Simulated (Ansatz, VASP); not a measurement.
# P in VASP and in Ansatz

```
P
1.0
     1.72045    0.99330    2.93468
    -1.72045    0.99330    2.93468
     0.00000   -1.98660    2.93468
P
2
Cartesian
  0.0000 0.0000 2.0564
  0.0000 0.0000 6.7476
```

Alike in both runs: functional PBEsol; k mesh 15 × 15 × 15; occupations gaussian, width 0.1 eV; no spin polarisation.

Ansatz relaxed the structure, and its values are those at the end. VASP's run is a single point on that final structure, the one shown.

```csv
,VASP,Ansatz
version,VASP 6.6.1,Ansatz 0.2.0
potentials or method,"VASP PAW PBE potentials, release 64 (P), cutoff 520 eV","scalar-relativistic, plane waves, PAW"
valence electrons in the cell,10,10
```

Ansatz gave:

- gap on the k mesh at the Fermi level (eV): none
- pressure (GPa): 0.0
- rms of the force components (eV/Å): 0.000

Task: Which values does VASP return?

Result: gap on the k mesh at the Fermi level (eV): none; pressure (GPa): 0.0; rms of the force components (eV/Å): 0.019.

VASP's potentials were made for PBE, not for PBEsol. A gap of «none» marks a metal or a gap that the smearing closes. With one functional, cell and mesh, what is left measures potentials, basis and numerics.
